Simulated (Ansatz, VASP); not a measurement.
# GdN in VASP and in Ansatz

```
CELL_PARAMETERS angstrom
0.00000 2.45000 2.45000
2.45000 0.00000 2.45000
2.45000 2.45000 0.00000
ATOMIC_POSITIONS crystal
Gd 0.00000 0.00000 0.00000
N 0.40816 0.40816 0.59184
```

Alike in both runs: task single point; functional PBE; k mesh 3 × 3 × 3; occupations fermi-dirac, width 0.15 eV; collinear spin.

```csv
,VASP,Ansatz
version,VASP 6.6.1,Ansatz 0.2 development build
potentials or method,"VASP PAW PBE potentials, release 64 (Gd, N), cutoff 600 eV","all-electron full-potential LAPW, non-relativistic"
```

```csv
,VASP,Ansatz,Ansatz less VASP
pressure (GPa),19.9,27.1,+7.24
"traceless stress, the component that is largest in VASP (GPa)",25.80,18.52,-7.278
rms of the force components (eV/Å),2.182,1.779,-0.4037
net moment per atom (μB),3.50,3.46,-0.040
size of the moment on the site where the two differ most (μB),6.78,6.65,-0.130
```

Site moments also hang on the region over which each program counts them. Atom by atom the forces differ by 0.404 eV/Å (rms over components). Ansatz ran all-electron here, and VASP with PAW potentials.

The k mesh is coarse, so the values compare programs but aren't converged. Neither program's run includes spin-orbit coupling.
